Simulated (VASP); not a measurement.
# BeSe5 (P6/mmm) in VASP: single point with PBE

Aim: the single point of BeSe5 with PBE.

Program: VASP 6.6.1. These are calculated values, not measurements. Logs are shortened: lines on timing, memory, paths and dates and some standing lists are left out, and cuts for length are marked.

**1. The cell of the first run**

Symmetry: P6/mmm, No. 191, hexagonal system. Conventional cell: a = 9.264 Å, b = 9.264 Å, c = 2.676 Å, α = 90.00°, β = 90.00°, γ = 120.00°. Be (site symmetry 6/mmm) has 2 Be at 2.68 Å within 3.5 Å. Se (site symmetry -6m2) has 5 Se at 2.67 to 2.68 Å within 3.5 Å. Within 3.5 Å of Se (site symmetry mmm) lie 4 Se at 2.67 to 2.68 Å.

**2. Single point, PBE**

POSCAR reads:

```
BeSe5
1.0
    9.2636534690      0.0000000000      0.0000000000
   -4.6318267345      8.0225592360      0.0000000000
    0.0000000000      0.0000000000      2.6756617321
Be Se
1 5
Direct
    0.0000000000      0.0000000000      0.0000000000
    0.3333333333      0.6666666667      0.0000000000
    0.6666666667      0.3333333333      0.0000000000
    0.5000000000      0.0000000000      0.0000000000
    0.0000000000      0.5000000000      0.0000000000
    0.5000000000      0.5000000000      0.0000000000
```

INCAR.step1 reads:

```
SYSTEM = BeSe5
  ALGO = Normal
  EDIFF = 1E-6
  ENCUT = 520
  GGA = PE
  ISIF = 2
  ISMEAR = 0
  LASPH = .True.
  LCHARG = .True.
  LREAL = .False.
  LWAVE = .False.
  NBANDS = 25
  NELM = 60
  PREC = Accurate
  SIGMA = 0.1
```

KPOINTS.step1 reads:

```
k-points
0
Gamma
  6 6 14
  0 0 0
```

INCAR.step2 reads:

```
SYSTEM = BeSe5
  ALGO = Normal
  EDIFF = 1E-6
  ENCUT = 520
  GGA = PE
  ICHARG = 11
  ISIF = 2
  ISMEAR = -5
  LASPH = .True.
  LCHARG = .False.
  LORBIT = 10
  LREAL = .False.
  LWAVE = .False.
  NEDOS = 2001
  NELM = 60
  PREC = Accurate
  SIGMA = 0.1
```

KPOINTS.step2 reads:

```
k-points
0
Gamma
  9 9 21
  0 0 0
```

Potentials or basis: VASP PAW PBE potentials, release 64 (Be, Se).

Started as:

```
$ cat potpaw_PBE.64/Be/POTCAR potpaw_PBE.64/Se/POTCAR > POTCAR
$ cp INCAR.step1 INCAR
$ cp KPOINTS.step1 KPOINTS
$ mpirun -np 1 vasp_std > vasp.out
$ cp INCAR.step2 INCAR
$ cp KPOINTS.step2 KPOINTS
$ mpirun -np 1 vasp_std > vasp.out
```

OUTCAR:

```text
SYSTEM = BeSe5
   EDIFF = 1E-6
   ENCUT = 520
   GGA = PE
   ICHARG = 11
   ISIF = 2
   ISMEAR = -5
   LASPH = .True.
   LORBIT = 10
   LREAL = .False.
   NELM = 60
   PREC = Accurate

 ion  position               nearest neighbor table
   1  0.000  0.000  0.000-
   2  0.333  0.667  0.000-   4 2.67   5 2.67   6 2.67
   3  0.667  0.333  0.000-   4 2.67   5 2.67   6 2.67
   4  0.500  0.000  0.000-   2 2.67   3 2.67
   5  0.000  0.500  0.000-   2 2.67   3 2.67
   6  0.500  0.500  0.000-   2 2.67   3 2.67

  LATTYP: Found a hexagonal cell.
 ALAT       =     9.2636534690
 C/A-ratio  =     0.2888343936

  Lattice vectors:

 A1 = (   9.2636534690,   0.0000000000,   0.0000000000)
 A2 = (  -4.6318267345,   8.0225592360,   0.0000000000)
 A3 = (   0.0000000000,   0.0000000000,   2.6756617321)

Analysis of symmetry for initial positions (statically):
=====================================================================
 Subroutine PRICEL returns:
 Original cell was already a primitive cell.

 Routine SETGRP: Setting up the symmetry group for a
 hexagonal supercell.

 Subroutine GETGRP returns: Found 24 space group operations
 (whereof 24 operations were pure point group operations)
 out of a pool of 24 trial point group operations.

The static configuration has the point symmetry D_6h.

Analysis of symmetry for dynamics (positions and initial velocities):
=====================================================================
 Subroutine PRICEL returns:
 Original cell was already a primitive cell.

 Routine SETGRP: Setting up the symmetry group for a
 hexagonal supercell.

 Subroutine GETGRP returns: Found 24 space group operations
 (whereof 24 operations were pure point group operations)
 out of a pool of 24 trial point group operations.

The dynamic configuration has the point symmetry D_6h.

 Subroutine INISYM returns: Found 24 space group operations
 (whereof 24 operations are pure point group operations),
 and found     1 'primitive' translations

----------------------------------------------------------------------------------------

                                     Primitive cell

  volume of cell :     198.8504

  direct lattice vectors                    reciprocal lattice vectors
     9.263653469  0.000000000  0.000000000     0.107948770  0.062324252  0.000000000
    -4.631826734  8.022559236  0.000000000     0.000000000  0.124648503  0.000000000
     0.000000000  0.000000000  2.675661732     0.000000000  0.000000000  0.373739321

  length of vectors
     9.263653469  9.263653469  2.675661732     0.124648503  0.124648503  0.373739321

  position of ions in fractional coordinates (direct lattice)
     0.000000000  0.000000000  0.000000000
     0.333333333  0.666666667  0.000000000
     0.666666667  0.333333333  0.000000000
     0.500000000  0.000000000  0.000000000
     1.000000000  0.500000000  0.000000000
     0.500000000  0.500000000  0.000000000

  ion indices of the primitive-cell ions
   primitive index   ion index
                 1           1
                 2           2
                 3           3
                 4           4
                 5           5
                 6           6

----------------------------------------------------------------------------------------

 KPOINTS: k-points

Automatic generation of k-mesh.
 Grid dimensions read from file:
 generate k-points for:    9    9   21

 Generating k-lattice:

  Cartesian coordinates                     Fractional coordinates (reciprocal lattice)
     0.011994308  0.006924917  0.000000000     0.111111111  0.000000000  0.000000000
     0.000000000  0.013849834  0.000000000     0.000000000  0.111111111  0.000000000
     0.000000000  0.000000000  0.017797111     0.000000000  0.000000000  0.047619048

  Length of vectors
     0.013849834  0.013849834  0.017797111

  Shift w.r.t. Gamma in fractional coordinates (k-lattice)
     0.000000000  0.000000000  0.000000000

 TETIRR: Found   1683 inequivalent tetrahedra from    10206

 Subroutine IBZKPT returns following result:
 ===========================================

 Found    132 irreducible k-points:

 Following reciprocal coordinates:
            Coordinates               Weight
  0.000000  0.000000  0.000000      1.000000
  0.111111  0.000000  0.000000      6.000000
  0.222222  0.000000  0.000000      6.000000
  0.333333  0.000000  0.000000      6.000000
  0.444444  0.000000  0.000000      6.000000
  0.111111  0.111111  0.000000      6.000000
[... 16 lines left out ...]
  0.333333  0.222222  0.047619     24.000000
  0.333333  0.333333  0.047619      4.000000
 [... further k-points ...]
   k-points           NKPTS =    132   k-points in BZ     NKDIM =    132   number of bands    NBANDS=     20
   number of dos      NEDOS =   2001   number of ions     NIONS =      6
   total plane-waves  NPLWV =  98000
   dimension x,y,z NGX =    70 NGY =   70 NGZ =   20
   dimension x,y,z NGXF=   140 NGYF=  140 NGZF=   40
   ions per type =               1   5
   NGX,Y,Z   is equivalent  to a cutoff of  12.56, 12.56, 12.43 a.u.
   NGXF,Y,Z  is equivalent  to a cutoff of  25.12, 25.12, 24.85 a.u.
 SYSTEM =  BeSe5
   PREC   = accura    normal or accurate (medium, high low for compatibility)
   ISTART =      0    job   : 0-new  1-cont  2-samecut
   ICHARG =     11    charge: 1-file 2-atom 10-const
   ISPIN  =      1    spin polarized calculation?
   LNONCOLLINEAR =      F non collinear calculations
   LSORBIT =      F    spin-orbit coupling
   LASPH  =      T    aspherical Exc in radial PAW
   ENCUT  =  520.0 eV  38.22 Ry    6.18 a.u.  17.22 17.22  4.97*2*pi/ulx,y,z
   NELM   =     60;   NELMIN=  2; NELMDL=  0     # of ELM steps
   EDIFF  = 0.1E-05   stopping-criterion for ELM
   LREAL  =      F    real-space projection
   EDIFFG = 0.1E-04   stopping-criterion for IOM
   NSW    =      0    number of steps for IOM
   IBRION =     -1    ionic relax: 0-MD 1-quasi-New 2-CG
   NFREE  =      0    steps in history (QN), initial steepest desc. (CG)
   ISIF   =      2    stress and relaxation
   ISYM   =      2    0-nonsym 1-usesym 2-fastsym
   POTIM  = 0.5000    time-step for ionic-motion
   TEBEG  =    0.0;   TEEND  =   0.0 temperature during run
   PSTRESS=    0.0 pullay stress
   NELECT =      32.0000    total number of electrons
   NUPDOWN=      -1.0000    fix difference up-down
   EMIN   =  10.00;   EMAX   =-10.00  energy-range for DOS
   EFERMI =   0.00;   METHOD = LEGACY
   ISMEAR =    -5;   SIGMA  =   0.10  broadening in eV -4-tet -1-fermi 0-gaus
   EFERMI_NEDOS =   21; number of points for ismear=-14 and -15
   IALGO  =     38    algorithm
   IMIX   =      4    mixing-type and parameters
     AMIX     =   0.40;   BMIX     =  1.00
     AMIX_MAG =   1.60;   BMIX_MAG =  1.00
  volume/ion in A,a.u.               =      33.14       223.65
  Fermi-wavevector in a.u.,A,eV,Ry     =   0.890463  1.682732 10.788397  0.792925
  Thomas-Fermi vector in A             =   2.012157
   LORBIT       =     10    0 simple, 1 ext, 2 COOP (PROOUT), +10 PAW based schemes
   GGA     = PE    functional components
   LHFCALC =     F    Hartree Fock is set to
   AEXX    =    0.0000 exact exchange contribution
   IVDW    =     0    specifies the selected vdW correction
   LEPSILON=     F    determine dielectric tensor
   LRPA    =     F    only Hartree local field effects (RPA)
 non-spin polarized calculation
 Fermi weights with tetrahedron method with Bloechl corrections
  energy-cutoff  :      520.00
  volume of cell :      198.85
 maximum number of plane-waves:      5398
 NGX is ok and might be reduce to    70

 number of electron      31.9999999 magnetization

 Free energy of the ion-electron system (eV)
  ---------------------------------------------------
  ext. energy  EPLUGINS =         0.00000000
  ---------------------------------------------------
  free energy    TOTEN  =       -17.63537325 eV

  energy without entropy =      -17.63537325  energy(sigma->0) =      -17.63537325

 E-fermi :   1.0748     XC(G=0):  -7.4136

 val. band max:        1.0964377917   @ k =   0.3333   0.1111   0.1429
 cond. band min:       1.0314665424   @ k =   0.1111   0.0000   0.3333
 fundamental gap:     -0.0649712493
 Fermi energy:         1.0747761995

 k-point     1 :       0.0000    0.0000    0.0000
  band No.  band energies     occupation
      1     -14.8641      2.00000
      2     -13.9638      2.00000
      3     -13.1020      2.00000
      4     -13.1018      2.00000
      5     -11.3850      2.00000
      6      -5.3508      2.00000
[... 12 lines left out ...]
     19       4.0657      0.00000
     20       4.7083      0.00000

 k-point     2 :       0.1111    0.0000    0.0000
  band No.  band energies     occupation
      1     -14.8502      2.00000
      2     -14.0218      2.00000
      3     -13.1019      2.00000
      4     -13.0263      2.00000
      5     -11.4265      2.00000
      6      -5.3458      2.00000
[... 12 lines left out ...]
     19       4.0765      0.00000
     20       4.6712      0.00000
[... 465 lines left out ...]
      3     -13.0622      2.00000
      4     -12.2879      2.00000
      5     -11.9317      2.00000
      6      -5.2556      2.00000
[... 12 lines left out ...]
     19       3.7926      0.00000
     20       3.9275      0.00000

 k-point    24 :       0.3333    0.3333    0.0476
  band No.  band energies     occupation
      1     -14.5167      2.00000
      2     -14.5166      2.00000
      3     -13.0623      2.00000
      4     -12.1069      2.00000
      5     -12.1068      2.00000
      6      -5.2490      2.00000
[... 12 lines left out ...]
     19       3.8566      0.00000
     20       3.8568      0.00000

 [... further k-points ...]

------------------------ aborting loop because EDIFF is reached ----------------------------------------

  FORCE on cell =-STRESS in cart. coord.  units (eV):
  Direction    XX          YY          ZZ          XY          YZ          ZX
  --------------------------------------------------------------------------------------
  -------------------------------------------------------------------------------------
  Total        0.6907220      0.6907220      1.1280953      0.0000000     -0.0000000      0.0000000
  in kB        5.5652850      5.5652850      9.0892895      0.0000000     -0.0000000      0.0000000
  external PRESSURE =       6.7399532 kB  Pullay stress =       0.0000000 kB

 VOLUME and BASIS-vectors are now :
 -----------------------------------------------------------------------------
  energy-cutoff  :      520.00
  volume of cell :      198.85
      direct lattice vectors                 reciprocal lattice vectors
     9.263653469  0.000000000  0.000000000     0.107948770  0.062324252  0.000000000
    -4.631826734  8.022559236  0.000000000     0.000000000  0.124648503  0.000000000
     0.000000000  0.000000000  2.675661732     0.000000000  0.000000000  0.373739321

 POSITION                                       TOTAL-FORCE (eV/Angst)
 -----------------------------------------------------------------------------------
      0.00000      0.00000      0.00000        -0.000000      0.000000     -0.000000
     -0.00000      5.34837      0.00000        -0.000000     -0.000000      0.000000
      4.63183      2.67419      0.00000         0.000000      0.000000     -0.000000
      4.63183      0.00000      0.00000        -0.000000      0.000000     -0.000000
     -2.31591      4.01128      0.00000        -0.000000      0.000000     -0.000000
      2.31591      4.01128      0.00000        -0.000000      0.000000     -0.000000
 -----------------------------------------------------------------------------------
    total drift:                                0.000000     -0.000000     -0.000000

  FREE ENERGIE OF THE ION-ELECTRON SYSTEM (eV)
  ---------------------------------------------------
  free  energy   TOTEN  =       -17.6353732479 eV

  energy  without entropy=      -17.6353732479  energy(sigma->0) =      -17.63537325

 total charge

# of ion       s       p       d       tot
------------------------------------------
    1        0.482   0.143   0.000   0.625
    2        1.527   2.141   0.062   3.731
    3        1.527   2.141   0.062   3.731
    4        1.527   2.106   0.049   3.682
    5        1.527   2.106   0.049   3.682
    6        1.527   2.106   0.049   3.682
--------------------------------------------------
tot          8.118  10.744   0.271  19.134
```

Wall time 21 min (1 thread of Intel Xeon 8259CL, shared host); peak memory 0.61 GiB.

What came out:

```yaml
Valence_electrons_inside_the_program's_atomic_spheres: Be 0.62; Se 3.73, 3.68 (each value once)
```

Levels at points of the mesh, in eV from the Fermi level:
```tsv
k point	band 13	band 14	band 15	band 16	band 17	band 18	band 19	band 20
(0.00, 0.00, 0.00)	-2.40	-1.90	1.64	1.64	2.08	2.08	2.99	3.63
```
